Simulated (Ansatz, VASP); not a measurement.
# Ge: VASP beside Ansatz

POSCAR

```
Ge
1.0
    2.8375026868     -2.8375026868      0.0000000000
    2.8375026868      0.0000000000     -2.8375026868
    7.4070561813      7.4070561813      7.4070561813
Ge
6
Direct
    0.6666666667      0.6666666667      0.4149789069
    1.0000000000      0.0000000000      0.1595915557
    0.3333333333      0.3333333333      0.6703662580
    0.6666666667      0.6666666667      0.6065194202
    1.0000000000      1.0000000000      0.3511320691
    0.3333333333      0.3333333333      0.0957447179
```

INCAR.step1

```
SYSTEM = Ge
PREC = Accurate
ENCUT = 520
ISMEAR = 0
SIGMA = 0.03
LREAL = .False.
LASPH = .True.
NELM = 80
NBANDS = 51
GGA = PE
ALGO = Normal
EDIFF = 1E-4
LWAVE = .True.
LCHARG = .False.
```

INCAR.step2

```
SYSTEM = Ge
PREC = Accurate
ENCUT = 520
EDIFF = 1E-6
ISMEAR = 0
SIGMA = 0.03
LREAL = .False.
LASPH = .True.
NELM = 80
ALGO = Normal
ISIF = 2
LWAVE = .False.
LCHARG = .True.
METAGGA = R2SCAN
LMIXTAU = .True.
LELF = .True.
LVHAR = .True.
NBANDS = 51
ISTART = 1
```

File KPOINTS:

```
Automatic mesh
0
Gamma
  10 10 4
  0 0 0
```

Input for Ansatz:

```yaml
crystal:
  lattice:
    - [2.8375026867, -2.8375026867, 0.0]
    - [2.8375026867, 0.0, -2.8375026867]
    - [7.407056181, 7.407056181, 7.407056181]
  atoms:
    - { symbol: Ge, position: [0.6666666667, 0.6666666667, 0.4149789069] }
    - { symbol: Ge, position: [1.0, 0.0, 0.1595915557] }
    - { symbol: Ge, position: [0.3333333333, 0.3333333333, 0.670366258] }
    - { symbol: Ge, position: [0.6666666667, 0.6666666667, 0.6065194202] }
    - { symbol: Ge, position: [1.0, 0.0, 0.3511320691] }
    - { symbol: Ge, position: [0.3333333333, 0.3333333333, 0.0957447179] }
basis:
  ecutwfc: 500
kpoints:
  mp_grid: { grid: [10, 10, 4] }
hamiltonian:
  xc: r2scan
scf:
  occupations: { method: gaussian, width: 0.03 }
output:
  forces: true
  stress: true
  eigenvalues: true
```

Alike in both runs: task single point; functional r2SCAN; k mesh 10 × 10 × 4; occupations gaussian, width 0.03 eV; no spin polarisation.

|  | VASP | Ansatz |
| --- | --- | --- |
| version | VASP 6.6.1 | Ansatz 0.2.0 |
| potentials or method | VASP PAW PBE potentials, release 64 (Ge_d), cutoff 520 eV | scalar-relativistic, plane waves, PAW |
| valence electrons in the cell | 84 | 84 |

|  | VASP | Ansatz | Ansatz less VASP |
| --- | --- | --- | --- |
| gap on the k mesh at the Fermi level (eV) | none | none | - |
| pressure (GPa) | 0.1 | 0.1 | +0.05 |
| traceless stress, the component that is largest in VASP (GPa) | 0.55 | 0.58 | +0.023 |
| rms of the force components (eV/Å) | 0.247 | 0.247 | +0.0002 |

VASP's potentials were made for PBE, not for r2SCAN. Atom by atom the forces differ by 0.003 eV/Å (rms over components). A gap of «none» marks a metal or a gap that the smearing closes. With one functional, cell and mesh, what is left measures potentials, basis and numerics.
